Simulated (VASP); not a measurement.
# Ga4O3: single point with PBE

The system is Ga4O3.

```xyz
7
Lattice="4.6138 0.0000 0.0000 0.0000 4.6138 0.0000 0.0000 0.0000 4.6138" Properties=species:S:1:pos:R:3 pbc="T T T"
Ga    0.0000    2.3069    2.3069
Ga    2.3069    0.0000    2.3069
Ga    2.3069    2.3069    0.0000
Ga    2.3069    2.3069    2.3069
O     2.3069    0.0000    0.0000
O     0.0000    2.3069    0.0000
O     0.0000    0.0000    2.3069
```

* Program: VASP 6.6.1
* Task: single point
* Functional: PBE
* Potentials or basis: VASP PAW PBE potentials, release 64 (Ga_d, O)
* Cutoff: 600 eV
* k mesh: 4 × 4 × 4
* Occupations: gaussian, width 0.1 eV
* Spin: no spin polarisation
* Dipole correction: no
* Further INCAR settings: ALGO = Normal; EDIFF = 1e-06; NBANDS = 44

```yaml
Pressure: 0.2 GPa
Band_gap_on_the_k_mesh: zero (band 35 reaches 4.42 eV, above the bottom of band 36 at 3.06 eV)
```

Levels at points of the mesh, in eV from the Fermi level:
```
           k point  band 32  band 33  band 34  band 35  band 36  band 37
(0.00, 0.00, 0.00)    -1.43    -0.49    -0.49    -0.49     0.40     0.40
(0.50, 0.00, 0.00)    -0.98    -0.55    -0.55    -0.27    -0.27     1.88
(0.50, 0.50, 0.00)    -1.40    -0.78    -0.14     0.04     0.04     3.20
(0.50, 0.50, 0.50)    -0.06    -0.06     1.09     1.09     1.09     3.28
```

Wall time 96 s on 1 thread of Intel Xeon 8259CL (shared host), peak memory 0.25 GiB.
